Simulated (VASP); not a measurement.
# C28O (a cell with a defect) in VASP: further runs

Runs on C28O (a cell with a defect). Level: PBE. Tasks: single point.

Everything below comes from runs of VASP 6.6.1. Logs are shortened: lines on timing, memory, paths and dates and some standing lists are left out, and cuts for length are marked.

## (1) The cell of the first run

The cell holds a defect, 29 atoms: a = 6.526 Å, b = 6.526 Å, c = 8.465 Å, α = 90.00°, β = 90.00°, γ = 120.00°.

## (2) Single point, PBE

INCAR

```
SYSTEM = C28O
  PREC = Accurate
  ENCUT = 520
  EDIFF = 1E-7
  ISMEAR = 0
  SIGMA = 0.1
  LREAL = Auto
  LASPH = .True.
  NELM = 80
  ALGO = Normal
  ISIF = 2
  LWAVE = .False.
  LCHARG = .False.
  GGA = PE
  NBANDS = 79
```

KPOINTS

```
regular mesh
0
Gamma
  4 4 3
  0 0 0
```

POSCAR

```
C28O
1.0
    6.1663319712      2.1360800542      0.0000000000
   -1.2332663942     -6.4082401623      0.0000000000
    0.0000000000      0.0000000000     -8.4654495156
C O
28 1
Direct
    0.1376299032      0.6564272537      0.7181289061
    0.5632381119      0.8050897853      0.7147667692
    0.2792670311      0.3748762022      0.7082468555
   -0.0074423078     -0.0477729232      0.7462953962
    0.7002811496      0.5125762320      0.7159689499
    0.4183091958      0.0887199785      0.7120974484
    0.8471144381      0.2313399962      0.7110575745
    0.1461982484      0.7621548255      0.2544511069
    0.5748015452      0.9049440984      0.2539253227
    0.2890623896      0.4764085502      0.2537046611
    0.0033290660      0.0477764790      0.2544961134
    0.7176451116      0.6192863108      0.2543275459
    0.4318466450      0.1906431366      0.2539094936
    0.8604816617      0.3335885766      0.2537879407
    0.0880007892      0.4228973418      0.7110509594
    0.5167921233      0.5655053891      0.7120913058
    0.2348199951      0.1416450203      0.7160072231
    0.9425516728      0.7019987882      0.7462786221
    0.6558333183      0.2793443168      0.7082333890
    0.3718691248      0.8491397143      0.7147666511
    0.7974929615     -0.0021947042      0.7181558391
    0.3366345694      0.7145183815      0.2538975628
    0.7652493162      0.8573259837      0.2544590215
    0.4795825967      0.4288169216      0.2538303484
    0.1937930441      1.0001944830      0.2545332054
    0.9081155008      0.5716969582      0.2542806494
    0.6223666927      0.1430580090      0.2537241520
    0.0509495241      0.2858682284      0.2538663772
    0.9675368524      0.8270122589     -0.1052753310
```

Potentials or basis: VASP PAW PBE potentials, release 64 (C, O).

Launch:

```
$ cat potpaw_PBE.64/C/POTCAR potpaw_PBE.64/O/POTCAR > POTCAR
$ mpirun -np 1 vasp_std > vasp.out
```

OUTCAR:

```text
SYSTEM = C28O
   PREC = Accurate
   ENCUT = 520
   EDIFF = 1E-7
   ISMEAR = 0
   LREAL = Auto
   LASPH = .True.
   NELM = 80
   ISIF = 2
   GGA = PE

 ion  position               nearest neighbor table
   1  0.138  0.656  0.718-  15 1.39  20 1.41  18 1.46
   2  0.563  0.805  0.715-  21 1.41  20 1.41  16 1.44
   3  0.279  0.375  0.708-  17 1.40  16 1.42  15 1.43
   4  0.993  0.952  0.746-  17 1.46  29 1.46  21 1.46  18 1.50
   5  0.700  0.513  0.716-  19 1.40  16 1.40  18 1.46
   6  0.418  0.089  0.712-  17 1.40  19 1.42  20 1.44
   7  0.847  0.231  0.711-  21 1.39  19 1.43  15 1.44
   8  0.146  0.762  0.254-  25 1.42  22 1.42  26 1.42
   9  0.575  0.905  0.254-  23 1.42  22 1.42  27 1.42
  10  0.289  0.476  0.254-  24 1.42  22 1.42  28 1.42
  11  0.003  0.048  0.254-  25 1.42  23 1.42  28 1.42
  12  0.718  0.619  0.254-  23 1.42  26 1.42  24 1.42
  13  0.432  0.191  0.254-  25 1.42  27 1.42  24 1.42
  14  0.860  0.334  0.254-  26 1.42  27 1.42  28 1.42
  15  0.088  0.423  0.711-   1 1.39   3 1.43   7 1.44
  16  0.517  0.566  0.712-   5 1.40   3 1.42   2 1.44
  17  0.235  0.142  0.716-   3 1.40   6 1.40   4 1.46
  18  0.943  0.702  0.746-  29 1.46   5 1.46   1 1.46   4 1.50
  19  0.656  0.279  0.708-   5 1.40   6 1.42   7 1.43
  20  0.372  0.849  0.715-   1 1.41   2 1.41   6 1.44
  21  0.797  0.998  0.718-   7 1.39   2 1.41   4 1.46
  22  0.337  0.715  0.254-   8 1.42  10 1.42   9 1.42
  23  0.765  0.857  0.254-  12 1.42   9 1.42  11 1.42
  24  0.480  0.429  0.254-  12 1.42  10 1.42  13 1.42
  25  0.194  0.000  0.255-   8 1.42  11 1.42  13 1.42
  26  0.908  0.572  0.254-  12 1.42   8 1.42  14 1.42
  27  0.622  0.143  0.254-  13 1.42  14 1.42   9 1.42
  28  0.051  0.286  0.254-  11 1.42  10 1.42  14 1.42
  29  0.968  0.827  0.895-  18 1.46   4 1.46

  LATTYP: Found a hexagonal cell.
 ALAT       =     6.5258323589
 C/A-ratio  =     1.2972214194

  Lattice vectors:

 A1 = (   6.1663319712,   2.1360800542,   0.0000000000)
 A2 = (  -1.2332663942,  -6.4082401623,   0.0000000000)
 A3 = (   0.0000000000,   0.0000000000,  -8.4654495156)

Analysis of symmetry for initial positions (statically):
=====================================================================
 Subroutine PRICEL returns:
 Original cell was already a primitive cell.

 Routine SETGRP: Setting up the symmetry group for a
 hexagonal supercell.

 Subroutine GETGRP returns: Found  1 space group operations
 (whereof  1 operations were pure point group operations)
 out of a pool of 24 trial point group operations.

The static configuration has the point symmetry C_1 .

[... 173 lines left out ...]
   ISYM   =      2    0-nonsym 1-usesym 2-fastsym
   POTIM  = 0.5000    time-step for ionic-motion
   TEBEG  =    0.0;   TEEND  =   0.0 temperature during run
   PSTRESS=    0.0 pullay stress
   NELECT =     118.0000    total number of electrons
   NUPDOWN=      -1.0000    fix difference up-down
   EMIN   =  10.00;   EMAX   =-10.00  energy-range for DOS
   EFERMI =   0.00;   METHOD = LEGACY
   ISMEAR =     0;   SIGMA  =   0.10  broadening in eV -4-tet -1-fermi 0-gaus
   EFERMI_NEDOS =   21; number of points for ismear=-14 and -15
   IALGO  =     38    algorithm
   IMIX   =      4    mixing-type and parameters
     AMIX     =   0.40;   BMIX     =  1.00
     AMIX_MAG =   1.60;   BMIX_MAG =  1.00
  volume/ion in A,a.u.               =      10.77        72.65
  Fermi-wavevector in a.u.,A,eV,Ry     =   1.183636  2.236747 19.061669  1.400993
  Thomas-Fermi vector in A             =   2.319866
   LORBIT       =      0    0 simple, 1 ext, 2 COOP (PROOUT), +10 PAW based schemes
   GGA     = PE    functional components
   LHFCALC =     F    Hartree Fock is set to
   AEXX    =    0.0000 exact exchange contribution
   IVDW    =     0    specifies the selected vdW correction
   LEPSILON=     F    determine dielectric tensor
   LRPA    =     F    only Hartree local field effects (RPA)
 non-spin polarized calculation
 Gauss-broadening in eV      SIGMA  =   0.10
  energy-cutoff  :      520.00
  volume of cell :      312.21
 maximum number of plane-waves:      8422
 NGX is ok and might be reduce to    50
   NGX = 25   NGY = 25   NGZ = 31

 number of electron     118.0000002 magnetization

 Free energy of the ion-electron system (eV)
  ---------------------------------------------------
  ext. energy  EPLUGINS =         0.00000000
  ---------------------------------------------------
  free energy    TOTEN  =      -262.34965798 eV

  energy without entropy =     -262.34494414  energy(sigma->0) =     -262.34730106

 E-fermi :   2.6339     XC(G=0):  -8.9559

 val. band max:        2.5727119194   @ k =   0.0000   0.5000   0.3333
 cond. band min:       2.6906098461   @ k =   0.0000   0.5000   0.3333
 fundamental gap:      0.1178979267
 Fermi energy:         2.6338759617

 k-point     1 :       0.0000    0.0000    0.0000
  band No.  band energies     occupation
      1     -20.3635      2.00000
      2     -16.3524      2.00000
      3     -16.2961      2.00000
      4     -13.5877      2.00000
      5     -13.5692      2.00000
      6     -13.4793      2.00000
[... 1765 lines left out ...]
     70       8.6951      0.00000
     71       9.1274      0.00000

 [... further k-points ...]

 [bands above 71 left out]

------------------------ aborting loop because EDIFF is reached ----------------------------------------

  FORCE on cell =-STRESS in cart. coord.  units (eV):
  Direction    XX          YY          ZZ          XY          YZ          ZX
  --------------------------------------------------------------------------------------
  -------------------------------------------------------------------------------------
  Total        5.9787420      4.5162910      1.0724110     -0.4514429      0.0074783      0.0105921
  in kB       30.6808872     23.1760822      5.5032516     -2.3166525      0.0383763      0.0543551
  external PRESSURE =      19.7867403 kB  Pullay stress =       0.0000000 kB

 VOLUME and BASIS-vectors are now :
 -----------------------------------------------------------------------------
  energy-cutoff  :      520.00
  volume of cell :      312.21
      direct lattice vectors                 reciprocal lattice vectors
     6.166331971  2.136080054  0.000000000     0.173754604 -0.033439089  0.000000000
    -1.233266394 -6.408240162  0.000000000     0.057918201 -0.167195446  0.000000000
     0.000000000  0.000000000 -8.465449516     0.000000000  0.000000000 -0.118127218

 POSITION                                       TOTAL-FORCE (eV/Angst)
 -----------------------------------------------------------------------------------
      0.03912     -3.91255     -6.07928        -0.005848     -0.011597      0.002908
      2.48022     -3.95609     -6.05082        -0.004044      0.003086      0.004704
      1.25973     -1.80576     -5.99563        -0.001915     -0.006774      0.003138
      4.94609     -3.98192     -6.31773         0.000523     -0.123845      0.155427
      3.68602     -1.78886     -6.06100         0.005777     -0.010743      0.007639
      2.47002      0.32500     -6.02822         0.004186     -0.001323      0.004216
[... 21 lines left out ...]
     -0.03838     -1.72308     -2.14909        -0.008156      0.000604     -0.004001
      4.94623     -3.23296     -7.57425         0.000097     -0.003960     -0.339035
 -----------------------------------------------------------------------------------
    total drift:                                0.013019     -0.004728     -0.028773

  FREE ENERGIE OF THE ION-ELECTRON SYSTEM (eV)
  ---------------------------------------------------
  free  energy   TOTEN  =      -262.3496579811 eV

  energy  without entropy=     -262.3449441443  energy(sigma->0) =     -262.34730106
```

stdout:

```text
POSCAR found type information on POSCAR C O
 POSCAR found :  2 types and      29 ions
 scaLAPACK will be used
 LDA part: xc-table for (Slater+PW92), standard interpolation
 POSCAR, INCAR and KPOINTS ok, starting setup
 FFT: planning ... GRIDC
 FFT: planning ... GRID_SOFT
 FFT: planning ... GRID
 WAVECAR not read
 entering main loop
```

Wall time 30 min (1 thread of Intel Xeon Platinum 8259CL at 2.50GHz (Skylake/Cascade Lake), shared host); peak memory 0.62 GiB.

Results:

| Property | Result |
| --- | --- |
| Free energy | -262.3497 eV |
| Pressure | 2.0 GPa |
| Largest force | 0.339 eV/Å |
| Band gap on the k mesh | 0.12 eV |

Forces on the atoms (eV/Å):
```
C   -0.006 -0.012  0.003
C   -0.004  0.003  0.005
C   -0.002 -0.007  0.003
C    0.001 -0.124  0.155
C    0.006 -0.011  0.008
C    0.004 -0.001  0.004
C    0.007  0.001  0.002
C   -0.008  0.001 -0.001
C    0.007  0.009 -0.003
C    0.008 -0.007 -0.003
C   -0.003  0.003  0.002
C    0.004 -0.001 -0.001
C    0.001 -0.004 -0.001
C   -0.002 -0.001 -0.001
C   -0.006  0.010  0.001
C    0.003  0.000  0.003
C   -0.006  0.004  0.008
C   -0.006  0.129  0.164
C    0.001 -0.001 -0.002
C    0.005 -0.004  0.004
C    0.003  0.005  0.000
C   -0.001 -0.009 -0.002
C    0.000 -0.002  0.001
C    0.001  0.005  0.001
C    0.004  0.003  0.000
C    0.002  0.003 -0.004
C   -0.006  0.008 -0.002
C   -0.008  0.001 -0.004
O    0.000 -0.004 -0.339
```

Stress tensor (GPa, compression positive):
```
 3.07 -0.23  0.01
-0.23  2.32  0.00
 0.01  0.00  0.55
```

Caveat: semilocal functionals underestimate gaps, and a narrow one can read as zero.

## (3) Single point, PBE (with an interstitial atom, then relaxed in part)

INCAR

```
PREC = Accurate
ENCUT = 520
EDIFF = 1E-6
ISMEAR = 0
SIGMA = 0.1
LREAL = Auto
LASPH = T
NELM = 100
ALGO = Normal
ISIF = 2
LWAVE = F
LCHARG = F
GGA = PE
NBANDS = 79
```

KPOINTS

```
regular mesh
0
Gamma
  4 4 3
```

POSCAR

```
C28O
1.0
    6.1663319712      2.1360800542      0.0000000000
   -1.2332663942     -6.4082401623      0.0000000000
    0.0000000000      0.0000000000     -8.4654495156
C O
28 1
Direct
    0.1386588092      0.6605513547      0.7350025997
    0.5642671046      0.8092137901      0.7316404343
    0.2802959603      0.3790003150      0.7251205538
   -0.0064133219     -0.0436488588      0.7631690372
    0.7013100479      0.5167002577      0.7328425877
    0.4193381011      0.0928440051      0.7289710636
    0.8481434156      0.2354640930      0.7279312638
    0.1472271906      0.7662788959      0.2713247605
    0.5758304375      0.9090682068      0.2707989715
    0.2900913827      0.4805325899      0.2705782559
    0.0043580533      0.0519006170      0.2713697092
    0.7186740964      0.6234103144      0.2712012345
    0.4328755743      0.1947672059      0.2707831502
    0.8615105364      0.3377125502      0.2706615799
    0.0890296704      0.4270214243      0.7279246591
    0.5178210904      0.5696294240      0.7289649860
    0.2358489929      0.1457691194      0.7328809148
    0.9435806371      0.7061228979      0.7631522211
    0.6568623078      0.2834683666      0.7251070590
    0.3728980396      0.8532637581      0.7316402886
    0.7985218860      0.0019292909      0.7350295181
    0.3376635828      0.7186425132      0.2707712035
    0.7662782614      0.8614500662      0.2713326697
    0.4806115593      0.4329409926      0.2707040289
    0.1948220254      1.0043186240      0.2714068289
    0.9091444330      0.5758210175      0.2711542846
    0.6233955993      0.1471820646      0.2705977596
    0.0519784823      0.2899922153      0.2707400200
    0.9685658449      0.8311363575     -0.0884016946
```

Potentials or basis: VASP PAW PBE potentials, release 64 (C, O).

Launch:

```
$ cat potpaw_PBE.64/C/POTCAR potpaw_PBE.64/O/POTCAR > POTCAR
$ mpirun -np 1 vasp_std > vasp.out
```

Run time: 40 min. Hardware: 1 thread of Intel Xeon 8259CL, shared host; peak memory 0.63 GiB.

Results (log left out):

```yaml
Free_energy: -262.3499 eV
Pressure: 2.0 GPa
Largest_force: 0.335 eV/Å
Band_gap_on_the_k_mesh: 0.12 eV
```

Forces on the atoms (eV/Å):
```
C   -0.008 -0.007  0.005
C   -0.006  0.010  0.005
C   -0.002 -0.011 -0.001
C    0.001 -0.118  0.152
C    0.005 -0.009  0.002
C    0.000  0.002  0.001
C    0.001 -0.006  0.005
C   -0.002 -0.002  0.001
C    0.000 -0.004 -0.002
C    0.000 -0.003  0.000
C   -0.003  0.002 -0.003
C    0.000  0.006 -0.002
C    0.004  0.000  0.002
C   -0.002 -0.006 -0.005
C   -0.006  0.003  0.002
C   -0.003 -0.004  0.006
C   -0.001  0.014  0.010
C   -0.002  0.127  0.158
C    0.002  0.010  0.002
C    0.008 -0.004  0.003
C    0.011  0.008  0.004
C    0.003  0.000 -0.007
C   -0.004  0.000  0.001
C    0.000 -0.002  0.001
C    0.001  0.003  0.001
C    0.003 -0.003 -0.002
C   -0.001  0.007  0.001
C    0.002 -0.008 -0.003
O   -0.001 -0.004 -0.335
```

Stress tensor (GPa, compression positive):
```
 3.07 -0.23  0.01
-0.23  2.33  0.01
 0.01  0.01  0.56
```

Levels at points of the mesh, in eV from the valence-band top:
```
           k point  band 55  band 56  band 57  band 58  band 59  band 60  band 61  band 62  band 63  band 64
(0.00, 0.00, 0.00)    -2.64    -2.45    -2.45    -2.05    -1.97     1.74     3.89     4.16     4.18     4.27
(0.50, 0.00, 0.00)    -1.75    -1.72    -1.05    -1.01    -0.92     1.21     2.06     2.06     2.28     2.32
(0.00, 0.50, 0.00)    -1.74    -1.47    -1.01    -0.95    -0.01     0.14     1.81     2.05     2.09     2.29
(0.50, 0.50, 0.00)    -1.79    -1.36    -1.08    -1.02    -0.94     1.07     1.75     2.05     2.11     2.28
```

Caveat: the cell differs from its parent crystal (with an interstitial atom, then relaxed in part); semilocal functionals underestimate gaps, and a narrow one can read as zero.
